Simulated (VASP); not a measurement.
A run of VASP 6.6.1 is set up as follows.

Contents of INCAR:

```
SYSTEM = Ti
  PREC = Accurate
  ENCUT = 520
  EDIFF = 1E-6
  ISMEAR = 0
  SIGMA = 0.1
  LREAL = .False.
  LASPH = .True.
  NELM = 60
  ALGO = Normal
  ISIF = 2
  LWAVE = .False.
  LCHARG = .True.
  GGA = PE
  LELF = .True.
  LVHAR = .True.
  NBANDS = 12
```

The input KPOINTS:

```
Automatic mesh
0
Gamma
  18 18 18
  0 0 0
```

Contents of POSCAR:

```
Ti
1.0
    0.0000000000      1.9923881151      1.9923881151
    1.9923881151      0.0000000000      1.9923881151
    1.9923881151      1.9923881151      0.0000000000
Ti
1
Direct
    0.0000000000      0.0000000000      0.0000000000
```

Potentials or basis: VASP PAW PBE potentials, release 64 (Ti_sv).

The run is started by

```sh
$ cat potpaw_PBE.64/Ti_sv/POTCAR > POTCAR
$ mpirun -np 1 vasp_std > vasp.out
```

Estimate the band gap on the k mesh.

zero (band 6 reaches 10.18 eV, above the bottom of band 7 at 8.76 eV).

Estimate the pressure.

11.4 GPa.
